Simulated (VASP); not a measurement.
# Pb (Fm-3m) in VASP: a series of runs

The runs below take Pb through single point, with r2SCAN.

Everything below comes from runs of VASP 6.6.1. Logs are shortened: lines on timing, memory, paths and dates and some standing lists are left out, and cuts for length are marked.

## (1) The cell of the first run

Symmetry: Fm-3m, No. 225, cubic system. The conventional cell has a = 4.989 Å, b = 4.989 Å, c = 4.989 Å, α = 90.00°, β = 90.00°, γ = 90.00°. Pb (site symmetry m-3m) has 12 Pb at 3.53 Å within 4.6 Å.

## (2) Single point, r2SCAN

Contents of POSCAR:

```
Pb
1.0
    0.0000000000      2.4946408835      2.4946408835
    2.4946408835      0.0000000000      2.4946408835
    2.4946408835      2.4946408835      0.0000000000
Pb
1
Direct
    0.0000000000      0.0000000000      0.0000000000
```

Contents of INCAR.step1:

```
ALGO = Normal
EDIFF = 1E-4
ENCUT = 520
GGA = PE
ISMEAR = -1
LASPH = T
LCHARG = F
LREAL = F
LWAVE = T
NBANDS = 13
NELM = 60
PREC = Accurate
SIGMA = 0.1
```

Contents of INCAR.step2:

```
ALGO = Normal
EDIFF = 1E-7
ENCUT = 520
ISIF = 2
ISMEAR = -1
ISTART = 1
LASPH = T
LCHARG = F
LMIXTAU = T
LREAL = F
LWAVE = F
METAGGA = R2SCAN
NBANDS = 13
NELM = 60
PREC = Accurate
SIGMA = 0.1
```

Contents of KPOINTS:

```
k-points
0
Gamma
  11 11 11
```

Potentials or basis: VASP PAW PBE potentials, release 64 (Pb_d).

Started as:

```sh
$ cat potpaw_PBE.64/Pb_d/POTCAR > POTCAR
$ cp INCAR.step1 INCAR
$ mpirun -np 1 vasp_std > vasp.out
$ cp INCAR.step2 INCAR
$ mpirun -np 1 vasp_std > vasp.out
```

OUTCAR:

```text
EDIFF = 1E-7
   ENCUT = 520
   ISIF = 2
   ISMEAR = -1
   ISTART = 1
   LASPH = T
   LREAL = F
   METAGGA = R2SCAN
   NELM = 60
   PREC = Accurate

 ion  position               nearest neighbor table
   1  0.000  0.000  0.000-

  LATTYP: Found a face centered cubic cell.
 ALAT       =     4.9892817670

  Lattice vectors:

 A1 = (   0.0000000000,   2.4946408835,   2.4946408835)
 A2 = (   2.4946408835,   0.0000000000,   2.4946408835)
 A3 = (   2.4946408835,   2.4946408835,   0.0000000000)

Analysis of symmetry for initial positions (statically):
=====================================================================
 Subroutine PRICEL returns:
 Original cell was already a primitive cell.

 Routine SETGRP: Setting up the symmetry group for a
 face centered cubic supercell.

 Subroutine GETGRP returns: Found 48 space group operations
 (whereof 48 operations were pure point group operations)
 out of a pool of 48 trial point group operations.

The static configuration has the point symmetry O_h .

Analysis of symmetry for dynamics (positions and initial velocities):
=====================================================================
 Subroutine PRICEL returns:
 Original cell was already a primitive cell.

 Routine SETGRP: Setting up the symmetry group for a
 face centered cubic supercell.

 Subroutine GETGRP returns: Found 48 space group operations
 (whereof 48 operations were pure point group operations)
 out of a pool of 48 trial point group operations.

The dynamic configuration has the point symmetry O_h .

 Subroutine INISYM returns: Found 48 space group operations
 (whereof 48 operations are pure point group operations),
 and found     1 'primitive' translations

----------------------------------------------------------------------------------------

                                     Primitive cell

  volume of cell :      31.0495

  direct lattice vectors                    reciprocal lattice vectors
     0.000000000  2.494640883  2.494640883    -0.200429650  0.200429650  0.200429650
     2.494640883  0.000000000  2.494640883     0.200429650 -0.200429650  0.200429650
     2.494640883  2.494640883  0.000000000     0.200429650  0.200429650 -0.200429650

  length of vectors
     3.527954971  3.527954971  3.527954971     0.347154338  0.347154338  0.347154338

  position of ions in fractional coordinates (direct lattice)
     0.000000000  0.000000000  0.000000000

  ion indices of the primitive-cell ions
   primitive index   ion index
                 1           1

----------------------------------------------------------------------------------------

 KPOINTS: k-points

Automatic generation of k-mesh.
 Grid dimensions read from file:
 generate k-points for:   11   11   11

 Generating k-lattice:

  Cartesian coordinates                     Fractional coordinates (reciprocal lattice)
    -0.018220877  0.018220877  0.018220877     0.090909091  0.000000000  0.000000000
     0.018220877 -0.018220877  0.018220877     0.000000000  0.090909091  0.000000000
     0.018220877  0.018220877 -0.018220877     0.000000000  0.000000000  0.090909091

  Length of vectors
     0.031559485  0.031559485  0.031559485

  Shift w.r.t. Gamma in fractional coordinates (k-lattice)
     0.000000000  0.000000000  0.000000000

 Subroutine IBZKPT returns following result:
 ===========================================

 Found     56 irreducible k-points:

 Following reciprocal coordinates:
            Coordinates               Weight
  0.000000  0.000000  0.000000      1.000000
  0.090909  0.000000  0.000000      8.000000
  0.181818  0.000000  0.000000      8.000000
  0.272727  0.000000  0.000000      8.000000
  0.363636  0.000000  0.000000      8.000000
  0.454545  0.000000  0.000000      8.000000
[... 16 lines left out ...]
 -0.272727  0.181818  0.000000     24.000000
 -0.181818  0.181818  0.000000     12.000000
 [... further k-points ...]
   k-points           NKPTS =     56   k-points in BZ     NKDIM =     56   number of bands    NBANDS=     13
   number of dos      NEDOS =    301   number of ions     NIONS =      1
   total plane-waves  NPLWV =  21952
   dimension x,y,z NGX =    28 NGY =   28 NGZ =   28
   dimension x,y,z NGXF=    56 NGYF=   56 NGZF=   56
   ions per type =               1
   NGX,Y,Z   is equivalent  to a cutoff of  13.19, 13.19, 13.19 a.u.
   NGXF,Y,Z  is equivalent  to a cutoff of  26.39, 26.39, 26.39 a.u.
 SYSTEM =  unknown system
   PREC   = accura    normal or accurate (medium, high low for compatibility)
   ISTART =      1    job   : 0-new  1-cont  2-samecut
   ICHARG =      0    charge: 1-file 2-atom 10-const
   ISPIN  =      1    spin polarized calculation?
   LNONCOLLINEAR =      F non collinear calculations
   LSORBIT =      F    spin-orbit coupling
   LASPH  =      T    aspherical Exc in radial PAW
   ENCUT  =  520.0 eV  38.22 Ry    6.18 a.u.   6.56  6.56  6.56*2*pi/ulx,y,z
   NELM   =     60;   NELMIN=  2; NELMDL=  0     # of ELM steps
   EDIFF  = 0.1E-06   stopping-criterion for ELM
   LREAL  =      F    real-space projection
   EDIFFG = 0.1E-05   stopping-criterion for IOM
   NSW    =      0    number of steps for IOM
   IBRION =     -1    ionic relax: 0-MD 1-quasi-New 2-CG
   NFREE  =      0    steps in history (QN), initial steepest desc. (CG)
   ISIF   =      2    stress and relaxation
   ISYM   =      2    0-nonsym 1-usesym 2-fastsym
   POTIM  = 0.5000    time-step for ionic-motion
   TEBEG  =    0.0;   TEEND  =   0.0 temperature during run
   PSTRESS=    0.0 pullay stress
   NELECT =      14.0000    total number of electrons
   NUPDOWN=      -1.0000    fix difference up-down
   EMIN   =  10.00;   EMAX   =-10.00  energy-range for DOS
   EFERMI =   0.00;   METHOD = LEGACY
   ISMEAR =    -1;   SIGMA  =   0.10  broadening in eV -4-tet -1-fermi 0-gaus
   EFERMI_NEDOS =   21; number of points for ismear=-14 and -15
   IALGO  =     38    algorithm
   IMIX   =      4    mixing-type and parameters
     AMIX     =   0.40;   BMIX     =  1.00
     AMIX_MAG =   1.60;   BMIX_MAG =  1.00
  volume/ion in A,a.u.               =      31.05       209.53
  Fermi-wavevector in a.u.,A,eV,Ry     =   1.255354  2.372275 21.441600  1.575913
  Thomas-Fermi vector in A             =   2.389115
   LORBIT       =      0    0 simple, 1 ext, 2 COOP (PROOUT), +10 PAW based schemes
   METAGGA = R2SCAN    functional components
   LHFCALC =     F    Hartree Fock is set to
   AEXX    =    0.0000 exact exchange contribution
   IVDW    =     0    specifies the selected vdW correction
   LEPSILON=     F    determine dielectric tensor
   LRPA    =     F    only Hartree local field effects (RPA)
 non-spin polarized calculation
  energy-cutoff  :      520.00
  volume of cell :       31.05
 maximum number of plane-waves:       869
   NGX = 13   NGY = 13   NGZ = 13

 number of electron      14.0000000 magnetization

 Free energy of the ion-electron system (eV)
  ---------------------------------------------------
  ext. energy  EPLUGINS =         0.00000000
  ---------------------------------------------------
  free energy    TOTEN  =       -56.28964653 eV

  energy without entropy =      -56.27591141  energy(sigma->0) =      -56.28277897

 E-fermi :   7.0175     XC(G=0): -10.7989

 val. band max:        6.9949229347   @ k =   0.3636   0.2727   0.0000
 cond. band min:       7.0795854509   @ k =   0.2727   0.0000   0.0000
 fundamental gap:      0.0846625163
 Fermi energy:         7.0175451511

 k-point     1 :       0.0000    0.0000    0.0000
  band No.  band energies     occupation
      1     -10.7489      2.00000
      2     -10.7489      2.00000
      3     -10.7489      2.00000
      4     -10.6116      2.00000
      5     -10.6116      2.00000
      6      -5.1734      2.00000
      7      14.4999      0.00000
      8      14.4999      0.00000
      9      14.4999      0.00000
     10      17.3614      0.00000
     11      18.9441      0.00000
     12      19.8859      0.00000
     13      19.8859      0.00000

 k-point     2 :       0.0909    0.0000    0.0000
  band No.  band energies     occupation
      1     -10.7491      2.00000
      2     -10.7373      2.00000
      3     -10.7373      2.00000
      4     -10.6120      2.00000
      5     -10.6120      2.00000
      6      -5.0103      2.00000
      7      12.7597      0.00000
      8      14.2994      0.00000
      9      14.2994      0.00000
     10      16.9820      0.00000
     11      19.6702      0.00000
     12      20.2418      0.00000
     13      20.2418      0.00000

 k-point     3 :       0.1818    0.0000    0.0000
  band No.  band energies     occupation
      1     -10.7516      2.00000
      2     -10.7170      2.00000
      3     -10.7170      2.00000
      4     -10.6020      2.00000
      5     -10.6020      2.00000
      6      -4.5213      2.00000
      7       9.8724      0.00000
      8      13.8311      0.00000
      9      13.8311      0.00000
     10      16.6075      0.00000
     11      20.0916      0.00000
     12      20.4940      0.00000
     13      20.4940      0.00000

 k-point     4 :       0.2727    0.0000    0.0000
  band No.  band energies     occupation
      1     -10.7587      2.00000
      2     -10.7155      2.00000
      3     -10.7155      2.00000
      4     -10.5631      2.00000
      5     -10.5631      2.00000
      6      -3.7190      2.00000
      7       7.0796      0.69938
      8      13.3113      0.00000
      9      13.3113      0.00000
     10      16.4140      0.00000
     11      18.8333      0.00000
     12      19.6227      0.00000
     13      19.6227      0.00000

 k-point     5 :       0.3636    0.0000    0.0000
  band No.  band energies     occupation
      1     -10.7684      2.00000
      2     -10.7275      2.00000
      3     -10.7275      2.00000
      4     -10.5130      2.00000
      5     -10.5130      2.00000
      6      -2.6715      2.00000
      7       4.6584      2.00000
      8      12.8887      0.00000
      9      12.8887      0.00000
     10      16.4245      0.00000
     11      17.8364      0.00000
     12      18.9809      0.00000
     13      18.9809      0.00000

 k-point     6 :       0.4545    0.0000    0.0000
  band No.  band energies     occupation
      1     -10.7755      2.00000
      2     -10.7371      2.00000
      3     -10.7371      2.00000
      4     -10.4804      2.00000
      5     -10.4804      2.00000
      6      -1.6823      2.00000
      7       2.9724      2.00000
      8      12.6543      0.00000
      9      12.6543      0.00000
     10      16.6473      0.00000
     11      17.1209      0.00000
     12      18.6576      0.00000
     13      18.6576      0.00000

 k-point     7 :       0.0909    0.0909    0.0000
  band No.  band energies     occupation
      1     -10.7619      2.00000
      2     -10.7258      2.00000
      3     -10.7258      2.00000
      4     -10.6249      2.00000
      5     -10.6019      2.00000
      6      -4.9560      2.00000
      7      13.2768      0.00000
      8      13.6452      0.00000
      9      13.6452      0.00000
     10      16.6236      0.00000
     11      19.6950      0.00000
     12      20.7981      0.00000
     13      21.0077      0.00000
[... 193 lines left out ...]
 k-point    20 :       0.4545    0.1818    0.0000
  band No.  band energies     occupation
      1     -10.7924      2.00000
      2     -10.7078      2.00000
      3     -10.6555      2.00000
      4     -10.5647      2.00000
      5     -10.4728      2.00000
      6      -1.7975      2.00000
      7       4.4945      2.00000
      8       9.7362      0.00000
      9      11.0638      0.00000
     10      14.8499      0.00000
     11      19.8227      0.00000
     12      20.9188      0.00000
     13      21.2357      0.00000

 k-point    21 :      -0.4545    0.1818    0.0000
  band No.  band energies     occupation
      1     -10.7797      2.00000
      2     -10.7028      2.00000
      3     -10.6662      2.00000
      4     -10.5450      2.00000
      5     -10.4793      2.00000
      6      -1.0861      2.00000
      7       3.3865      2.00000
      8       9.0527      0.00000
      9      11.3882      0.00000
     10      14.9900      0.00000
     11      19.9096      0.00000
     12      20.6184      0.00000
     13      22.5911      0.00000

 k-point    22 :      -0.3636    0.1818    0.0000
  band No.  band energies     occupation
      1     -10.7606      2.00000
      2     -10.7070      2.00000
      3     -10.6683      2.00000
      4     -10.5303      2.00000
      5     -10.5206      2.00000
      6      -1.4985      2.00000
      7       4.0328      2.00000
      8       8.6872      0.00000
      9      12.0410      0.00000
     10      15.4373      0.00000
     11      19.5002      0.00000
     12      20.2318      0.00000
     13      23.3847      0.00000

 k-point    23 :      -0.2727    0.1818    0.0000
  band No.  band energies     occupation
      1     -10.7373      2.00000
      2     -10.7220      2.00000
      3     -10.6603      2.00000
      4     -10.5839      2.00000
      5     -10.5270      2.00000
      6      -2.5105      2.00000
      7       5.8548      1.99998
      8       8.7276      0.00000
      9      12.9392      0.00000
     10      16.1890      0.00000
     11      19.2076      0.00000
     12      20.0494      0.00000
     13      21.7630      0.00000

 k-point    24 :      -0.1818    0.1818    0.0000
  band No.  band energies     occupation
      1     -10.7422      2.00000
      2     -10.7157      2.00000
      3     -10.6536      2.00000
      4     -10.6397      2.00000
      5     -10.5401      2.00000
      6      -3.4564      2.00000
      7       7.8074      0.00074
      8       9.5242      0.00000
      9      13.8595      0.00000
     10      17.2432      0.00000
     11      18.6203      0.00000
     12      19.8579      0.00000
     13      20.5019      0.00000

 [... further k-points ...]
[... 5 lines left out ...]
  --------------------------------------------------------------------------------------
  -------------------------------------------------------------------------------------
  Total       -0.0010282     -0.0010282     -0.0010282     -0.0000000     -0.0000000      0.0000000
  in kB       -0.0530543     -0.0530543     -0.0530543     -0.0000000     -0.0000000      0.0000000
  external PRESSURE =      -0.0530543 kB  Pullay stress =       0.0000000 kB

 VOLUME and BASIS-vectors are now :
 -----------------------------------------------------------------------------
  energy-cutoff  :      520.00
  volume of cell :       31.05
      direct lattice vectors                 reciprocal lattice vectors
     0.000000000  2.494640883  2.494640883    -0.200429650  0.200429650  0.200429650
     2.494640883  0.000000000  2.494640883     0.200429650 -0.200429650  0.200429650
     2.494640883  2.494640883  0.000000000     0.200429650  0.200429650 -0.200429650

 POSITION                                       TOTAL-FORCE (eV/Angst)
 -----------------------------------------------------------------------------------
      0.00000      0.00000      0.00000         0.000000      0.000000      0.000000
 -----------------------------------------------------------------------------------
    total drift:                               -0.000000     -0.000000     -0.000000

  FREE ENERGIE OF THE ION-ELECTRON SYSTEM (eV)
  ---------------------------------------------------
  free  energy   TOTEN  =       -56.2896465264 eV

  energy  without entropy=      -56.2759114093  energy(sigma->0) =      -56.28277897
```

Wall time 80 s (1 thread of Intel Xeon Platinum 8488C (Sapphire Rapids), shared host); peak memory 0.17 GiB.

What came out:

```yaml
Free_energy: -56.2896 eV
Pressure: 0.0 GPa
Band_gap_on_the_k_mesh: zero (band 7 reaches 14.50 eV, above the bottom of band 8 at 5.53 eV)
```

Caveat: the PAW data sets were made with another functional, which shifts forces and pressure a little; spin-orbit coupling is left out, which moves the levels of the heavy elements.

## (3) Single point, r2SCAN

POSCAR is that of step 2.

Contents of INCAR.step1:

```
SYSTEM = Pb
PREC     = Accurate       ! precision mode
ENCUT    = 520            ! plane-wave cutoff, eV
ISMEAR   = -1             ! smearing method
SIGMA    = 0.01           ! smearing width, eV
LREAL    = .FALSE.        ! projectors in reciprocal space
LASPH    = .TRUE.         ! aspherical terms in the spheres
NELM     = 100            ! most SCF steps
NBANDS   = 13             ! bands
GGA      = PE             ! functional
ALGO     = Normal         ! electronic algorithm
EDIFF    = 1E-4           ! SCF threshold, eV
LWAVE    = .TRUE.         ! write WAVECAR
LCHARG   = .FALSE.        ! write CHGCAR
```

Contents of INCAR.step2:

```
SYSTEM = Pb
PREC     = Accurate       ! precision mode
ENCUT    = 520            ! plane-wave cutoff, eV
EDIFF    = 1E-6           ! SCF threshold, eV
ISMEAR   = -1             ! smearing method
SIGMA    = 0.01           ! smearing width, eV
LREAL    = .FALSE.        ! projectors in reciprocal space
LASPH    = .TRUE.         ! aspherical terms in the spheres
NELM     = 100            ! most SCF steps
ALGO     = Normal         ! electronic algorithm
ISIF     = 2              ! what is computed and relaxed
LWAVE    = .FALSE.        ! write WAVECAR
LCHARG   = .FALSE.        ! write CHGCAR
METAGGA  = R2SCAN         ! meta-GGA
LMIXTAU  = .TRUE.       
NBANDS   = 13             ! bands
ISTART   = 1
```

Contents of KPOINTS:

```
regular mesh
0
G
  11 11 11
  0 0 0
```

Potentials or basis: VASP PAW PBE potentials, release 64 (Pb_d).

Started as:

```sh
$ cat potpaw_PBE.64/Pb_d/POTCAR > POTCAR
$ cp INCAR.step1 INCAR
$ mpirun -np 1 vasp_std > vasp.out
$ cp INCAR.step2 INCAR
$ mpirun -np 1 vasp_std > vasp.out
```

Run time: 58 s. Hardware: 1 thread of Intel Xeon Platinum 8488C (Sapphire Rapids), shared host; peak memory 0.17 GiB.

The run converged. Its results:

| Property | Result |
| --- | --- |
| Free energy | -56.2838 eV |
| Pressure | 0.0 GPa |
| Band gap on the k mesh | zero (band 7 reaches 14.50 eV, above the bottom of band 8 at 5.53 eV) |

Levels at points of the mesh, in eV from the Fermi level:
| k point | band 4 | band 5 | band 6 | band 7 | band 8 | band 9 | band 10 | band 11 |
| --- | --- | --- | --- | --- | --- | --- | --- | --- |
| (0.00, 0.00, 0.00) | -17.62 | -17.62 | -12.18 | 7.49 | 7.49 | 7.49 | 10.35 | 11.94 |

Caveat: the PAW data sets were made with another functional, which shifts forces and pressure a little; spin-orbit coupling is left out, which moves the levels of the heavy elements.

## (4) Single point, r2SCAN

POSCAR is that of step 3.

Contents of INCAR.step1:

```
SYSTEM = Pb
PREC = Accurate
ENCUT = 520
ISMEAR = -1
SIGMA = 0.03
LREAL = .False.
LASPH = .True.
NELM = 100
NBANDS = 13
GGA = PE
ALGO = Normal
EDIFF = 1E-4
LWAVE = .True.
LCHARG = .False.
```

Contents of INCAR.step2:

```
SYSTEM = Pb
PREC = Accurate
ENCUT = 520
EDIFF = 1E-7
ISMEAR = -1
SIGMA = 0.03
LREAL = .False.
LASPH = .True.
NELM = 100
ALGO = Normal
ISIF = 2
LWAVE = .False.
LCHARG = .True.
METAGGA = R2SCAN
LMIXTAU = .True.
LELF = .True.
LVHAR = .True.
NBANDS = 13
ISTART = 1
```

Contents of KPOINTS:

```
Automatic mesh
0
Gamma
  11 11 11
  0 0 0
```

Started as:

```sh
$ cat potpaw_PBE.64/Pb_d/POTCAR > POTCAR
$ cp INCAR.step1 INCAR
$ mpirun -np 1 vasp_std > vasp.out
$ cp INCAR.step2 INCAR
$ mpirun -np 1 vasp_std > vasp.out
```

Run time: 66 s. Hardware: 1 thread of Intel Xeon Platinum 8488C (Sapphire Rapids), shared host; peak memory 0.17 GiB.

It converged, with:

- Free energy: -56.2842 eV
- Pressure: 0.0 GPa
- Band gap on the k mesh: zero (band 7 reaches 14.50 eV, above the bottom of band 8 at 5.53 eV)

Levels at points of the mesh, in eV from the Fermi level:
```csv
k point,band 4,band 5,band 6,band 7,band 8,band 9,band 10,band 11
"(0.00, 0.00, 0.00)",-17.64,-17.64,-12.20,7.47,7.47,7.47,10.34,11.92
```

Caveat: the PAW data sets were made with another functional, which shifts forces and pressure a little; spin-orbit coupling is left out, which moves the levels of the heavy elements.

## (5) Overview

| smearing | gap on the mesh (eV) | pressure (GPa) |
| --- | --- | --- |
| fermi-dirac 0.1 eV | none | 0.0 |
| fermi-dirac 0.01 eV | none | 0.0 |
| fermi-dirac 0.03 eV | none | 0.0 |

Alike in all rows: task single point; level r2SCAN; potentials or basis VASP PAW PBE potentials, release 64 (Pb_d); no spin polarisation; cell as given; k mesh 11 × 11 × 11; cutoff (eV) 520.

Every run on the cell as given and a fine mesh finds a metal.

Caveats: the PAW data sets were made with another functional, which shifts forces and pressure a little; spin-orbit coupling is left out, which moves the levels of the heavy elements.

Absolute energies hang on the potentials; compare differences alone.
